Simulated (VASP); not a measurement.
# Al2O3 (P-6m2) in VASP: a series of runs, part 2 of 2

VASP 6.6.1. The steps go on from the part before.

## Step 5: Single point, RPBE

The input, INCAR:

```
SYSTEM = Al2O3
PREC     = Accurate       ! precision mode
ENCUT    = 600            ! plane-wave cutoff, eV
EDIFF    = 1E-6           ! SCF threshold, eV
ISMEAR   = -1             ! smearing method
SIGMA    = 0.05           ! smearing width, eV
LREAL    = .FALSE.        ! projectors in reciprocal space
LASPH    = .TRUE.         ! aspherical terms in the spheres
NELM     = 120            ! most SCF steps
ALGO     = Normal         ! electronic algorithm
ISIF     = 2              ! what is computed and relaxed
LWAVE    = .FALSE.        ! write WAVECAR
LCHARG   = .FALSE.        ! write CHGCAR
GGA      = RP             ! functional
NBANDS   = 20             ! bands
GGA_COMPAT= .FALSE.
```

The input, KPOINTS:

```
Automatic mesh
0
G
  11 11 3
  0 0 0
```

The input, POSCAR:

```
Al2O3
1.0
    2.8843249483      0.0000000000      0.0000000000
   -1.4421624742      2.4978986780      0.0000000000
    0.0000000000      0.0000000000      9.3367544600
Al O
2 3
Direct
    0.0000000000      0.0000000000      0.8500076700
    0.0000000000      0.0000000000      0.1499923300
    0.3333333333      0.6666666667      0.7776830800
    0.6666666667      0.3333333333      0.0000000000
    0.3333333333      0.6666666667      0.2223169200
```

Potentials or basis: VASP PAW PBE potentials, release 64 (Al, O).

Started as:

```sh
$ cat potpaw_PBE.64/Al/POTCAR potpaw_PBE.64/O/POTCAR > POTCAR
$ mpirun -np 1 vasp_std > vasp.out
```

OUTCAR:

```text
SYSTEM = Al2O3
   PREC = Accurate
   ENCUT = 600
   EDIFF = 1E-6
   ISMEAR = -1
   LREAL = .FALSE.
   LASPH = .TRUE.
   NELM = 120
   ISIF = 2
   GGA = RP

 ion  position               nearest neighbor table
   1  0.000  0.000  0.850-   3 1.80   3 1.80   3 1.80   4 2.18   4 2.18   4 2.18   2 2.80
   2  0.000  0.000  0.150-   5 1.80   5 1.80   5 1.80   4 2.18   4 2.18   4 2.18   1 2.80
   3  0.333  0.667  0.778-   1 1.80   1 1.80   1 1.80
   4  0.667  0.333  0.000-   1 2.18   2 2.18   1 2.18   2 2.18   1 2.18   2 2.18
   5  0.333  0.667  0.222-   2 1.80   2 1.80   2 1.80

  LATTYP: Found a hexagonal cell.
 ALAT       =     2.8843249483
 C/A-ratio  =     3.2370674689

  Lattice vectors:

 A1 = (   2.8843249483,   0.0000000000,   0.0000000000)
 A2 = (  -1.4421624742,   2.4978986780,   0.0000000000)
 A3 = (   0.0000000000,   0.0000000000,   9.3367544600)

Analysis of symmetry for initial positions (statically):
=====================================================================
 Subroutine PRICEL returns:
 Original cell was already a primitive cell.

 Routine SETGRP: Setting up the symmetry group for a
 hexagonal supercell.

 Subroutine GETGRP returns: Found 12 space group operations
 (whereof 12 operations were pure point group operations)
 out of a pool of 24 trial point group operations.

The static configuration has the point symmetry D_3h.

Analysis of symmetry for dynamics (positions and initial velocities):
=====================================================================
 Subroutine PRICEL returns:
 Original cell was already a primitive cell.

 Routine SETGRP: Setting up the symmetry group for a
 hexagonal supercell.

 Subroutine GETGRP returns: Found 12 space group operations
 (whereof 12 operations were pure point group operations)
 out of a pool of 24 trial point group operations.

The dynamic configuration has the point symmetry D_3h.

 Subroutine INISYM returns: Found 12 space group operations
 (whereof 12 operations are pure point group operations),
 and found     1 'primitive' translations

----------------------------------------------------------------------------------------

                                     Primitive cell

  volume of cell :      67.2690

  direct lattice vectors                    reciprocal lattice vectors
     2.884324948  0.000000000  0.000000000     0.346701574  0.200168247  0.000000000
    -1.442162474  2.497898678  0.000000000     0.000000000  0.400336494  0.000000000
     0.000000000  0.000000000  9.336754460     0.000000000  0.000000000  0.107103598

  length of vectors
     2.884324948  2.884324948  9.336754460     0.400336494  0.400336494  0.107103598

  position of ions in fractional coordinates (direct lattice)
     0.000000000  0.000000000  0.850007670
     0.000000000  0.000000000  0.149992330
     0.333333333  0.666666667  0.777683080
     0.666666667  0.333333333  0.000000000
     0.333333333  0.666666667  0.222316920

  ion indices of the primitive-cell ions
   primitive index   ion index
                 1           1
                 2           2
                 3           3
                 4           4
                 5           5

----------------------------------------------------------------------------------------

 KPOINTS: Automatic mesh

Automatic generation of k-mesh.
 Grid dimensions read from file:
 generate k-points for:   11   11    3

 Generating k-lattice:

  Cartesian coordinates                     Fractional coordinates (reciprocal lattice)
     0.031518325  0.018197113  0.000000000     0.090909091  0.000000000  0.000000000
     0.000000000  0.036394227  0.000000000     0.000000000  0.090909091  0.000000000
     0.000000000  0.000000000  0.035701199     0.000000000  0.000000000  0.333333333

  Length of vectors
     0.036394227  0.036394227  0.035701199

  Shift w.r.t. Gamma in fractional coordinates (k-lattice)
     0.000000000  0.000000000  0.000000000

 Subroutine IBZKPT returns following result:
 ===========================================

 Found     32 irreducible k-points:

 Following reciprocal coordinates:
            Coordinates               Weight
  0.000000  0.000000  0.000000      1.000000
  0.090909 -0.000000  0.000000      6.000000
  0.181818 -0.000000  0.000000      6.000000
  0.272727  0.000000  0.000000      6.000000
  0.363636  0.000000  0.000000      6.000000
  0.454545 -0.000000  0.000000      6.000000
[... 16 lines left out ...]
  0.090909  0.090909  0.333333     12.000000
  0.181818  0.090909  0.333333     24.000000
 [... further k-points ...]
   k-points           NKPTS =     32   k-points in BZ     NKDIM =     32   number of bands    NBANDS=     20
   number of dos      NEDOS =    301   number of ions     NIONS =      5
   total plane-waves  NPLWV =  46080
   dimension x,y,z NGX =    24 NGY =   24 NGZ =   80
   dimension x,y,z NGXF=    48 NGYF=   48 NGZF=  160
   ions per type =               2   3
   NGX,Y,Z   is equivalent  to a cutoff of  13.83, 13.83, 14.24 a.u.
   NGXF,Y,Z  is equivalent  to a cutoff of  27.67, 27.67, 28.49 a.u.
 SYSTEM =  Al2O3
   PREC   = accura    normal or accurate (medium, high low for compatibility)
   ISTART =      0    job   : 0-new  1-cont  2-samecut
   ICHARG =      2    charge: 1-file 2-atom 10-const
   ISPIN  =      1    spin polarized calculation?
   LNONCOLLINEAR =      F non collinear calculations
   LSORBIT =      F    spin-orbit coupling
   LASPH  =      T    aspherical Exc in radial PAW
   ENCUT  =  600.0 eV  44.10 Ry    6.64 a.u.   5.76  5.76 18.65*2*pi/ulx,y,z
   NELM   =    120;   NELMIN=  2; NELMDL= -5     # of ELM steps
   EDIFF  = 0.1E-05   stopping-criterion for ELM
   LREAL  =      F    real-space projection
[... 7 lines left out ...]
   TEBEG  =    0.0;   TEEND  =   0.0 temperature during run
   PSTRESS=    0.0 pullay stress
   NELECT =      24.0000    total number of electrons
   NUPDOWN=      -1.0000    fix difference up-down
   EMIN   =  10.00;   EMAX   =-10.00  energy-range for DOS
   EFERMI =   0.00;   METHOD = LEGACY
   ISMEAR =    -1;   SIGMA  =   0.05  broadening in eV -4-tet -1-fermi 0-gaus
   EFERMI_NEDOS =   21; number of points for ismear=-14 and -15
   IALGO  =     38    algorithm
   IMIX   =      4    mixing-type and parameters
     AMIX     =   0.40;   BMIX     =  1.00
     AMIX_MAG =   1.60;   BMIX_MAG =  1.00
  volume/ion in A,a.u.               =      13.45        90.79
  Fermi-wavevector in a.u.,A,eV,Ry     =   1.161111  2.194181 18.343074  1.348178
  Thomas-Fermi vector in A             =   2.297686
   LORBIT       =      0    0 simple, 1 ext, 2 COOP (PROOUT), +10 PAW based schemes
   GGA     = RP    functional components
   LHFCALC =     F    Hartree Fock is set to
   AEXX    =    0.0000 exact exchange contribution
   IVDW    =     0    specifies the selected vdW correction
   LEPSILON=     F    determine dielectric tensor
   LRPA    =     F    only Hartree local field effects (RPA)
 non-spin polarized calculation
  energy-cutoff  :      600.00
  volume of cell :       67.27
 maximum number of plane-waves:      2260
 NGX is ok and might be reduce to    24
   NGX = 11   NGY = 11   NGZ = 37

 number of electron      23.9999993 magnetization

 Free energy of the ion-electron system (eV)
  ---------------------------------------------------
  ext. energy  EPLUGINS =         0.00000000
  ---------------------------------------------------
  free energy    TOTEN  =       -34.66924294 eV

  energy without entropy =      -34.66924294  energy(sigma->0) =      -34.66924294

 E-fermi :   2.1591     XC(G=0):  -8.4502

 val. band max:        1.0140348530   @ k =   0.0909   0.0909   0.0000
 cond. band min:       5.8343811200   @ k =   0.0000   0.0000   0.0000
 fundamental gap:      4.8203462670
 Fermi energy:         2.1591222208

 k-point     1 :       0.0000    0.0000    0.0000
  band No.  band energies     occupation
      1     -17.7518      2.00000
      2     -16.7451      2.00000
      3     -15.5836      2.00000
      4      -3.9299      2.00000
      5      -1.0952      2.00000
      6      -0.4667      2.00000
[... 12 lines left out ...]
     19      16.0161      0.00000
[... 513 lines left out ...]
      4      -3.7885      2.00000
      5      -2.7329      2.00000
      6      -2.0806      2.00000
[... 12 lines left out ...]
     19      13.7750      0.00000
     20      14.8342      0.00000

 [... further k-points ...]

------------------------ aborting loop because EDIFF is reached ----------------------------------------

  FORCE on cell =-STRESS in cart. coord.  units (eV):
  Direction    XX          YY          ZZ          XY          YZ          ZX
  --------------------------------------------------------------------------------------
  -------------------------------------------------------------------------------------
  Total        1.2179463      1.2179463      0.7004303     -0.0000000      0.0000000      0.0000000
  in kB       29.0083992     29.0083992     16.6824782     -0.0000000      0.0000000      0.0000000
  external PRESSURE =      24.8997589 kB  Pullay stress =       0.0000000 kB

 VOLUME and BASIS-vectors are now :
 -----------------------------------------------------------------------------
  energy-cutoff  :      600.00
  volume of cell :       67.27
      direct lattice vectors                 reciprocal lattice vectors
     2.884324948  0.000000000  0.000000000     0.346701574  0.200168247  0.000000000
    -1.442162474  2.497898678  0.000000000     0.000000000  0.400336494  0.000000000
     0.000000000  0.000000000  9.336754460     0.000000000  0.000000000  0.107103598

 POSITION                                       TOTAL-FORCE (eV/Angst)
 -----------------------------------------------------------------------------------
      0.00000      0.00000      7.93631         0.000000      0.000000      0.022571
      0.00000      0.00000      1.40044         0.000000      0.000000     -0.022571
     -0.00000      1.66527      7.26104        -0.000000     -0.000000     -0.223526
      1.44216      0.83263      0.00000        -0.000000      0.000000      0.000000
     -0.00000      1.66527      2.07572         0.000000     -0.000000      0.223526
 -----------------------------------------------------------------------------------
    total drift:                                0.000000     -0.000000      0.000000

  FREE ENERGIE OF THE ION-ELECTRON SYSTEM (eV)
  ---------------------------------------------------
  free  energy   TOTEN  =       -34.6692429413 eV

  energy  without entropy=      -34.6692429412  energy(sigma->0) =      -34.66924294
```

Wall time 19 s (1 thread of Intel Xeon 6975P-C (Granite Rapids), shared host); peak memory 0.21 GiB.

What came out:

```yaml
Free_energy: -34.6692 eV
Pressure: 2.5 GPa
Largest_force: 0.224 eV/Å
Band_gap_on_the_k_mesh: 4.82 eV (least direct gap 5.05 eV)
```

Forces on the atoms (eV/Å):
```
Al   0.000  0.000  0.023
Al   0.000  0.000 -0.023
O    0.000  0.000 -0.224
O    0.000  0.000  0.000
O    0.000  0.000  0.224
```

Caveat: the PAW data sets were made with another functional, which shifts forces and pressure a little; an odd mesh through Γ misses points on the zone boundary, where band edges can lie.

## Step 6: Summary

```tsv
level	cell	smearing	gap on the mesh (eV)	pressure (GPa)	largest force (eV/Å)
PBE	a = 2.884, b = 2.884, c = 9.337 Å, angles 90.0, 90.0, 120.0°, 5 atoms, atomic positions A	gaussian 0.013 eV	4.77	-0.1	0.01
PBE	a = 2.884, b = 2.884, c = 9.337 Å, angles 90.0, 90.0, 120.0°, 5 atoms, atomic positions A	gaussian 0.014 eV	4.77	-0.1	0.01
revPBE	a = 2.898, b = 2.898, c = 9.289 Å, angles 90.0, 90.0, 120.0°, 5 atoms, atomic positions B	fermi-dirac 0.05 eV	4.70	-0.4	0.05
RPBE	a = 2.884, b = 2.884, c = 9.337 Å, angles 90.0, 90.0, 120.0°, 5 atoms, atomic positions A	fermi-dirac 0.05 eV	4.82	2.5	0.22
```

Alike in all rows: task single point; potentials or basis VASP PAW PBE potentials, release 64 (Al, O); no spin polarisation; k mesh 11 × 11 × 3; cutoff (eV) 600.

On the cell as given the gap runs from 4.77 eV (PBE) to 4.82 eV (RPBE). The pressure there spans -0.1 GPa (PBE) to 2.5 GPa (RPBE); a positive pressure means that this level wants a larger cell, a negative one a smaller.

Caveats: an odd mesh through Γ misses points on the zone boundary, where band edges can lie; the PAW data sets were made with another functional, which shifts forces and pressure a little (at least some runs).

Absolute energies hang on the potentials; compare differences alone.
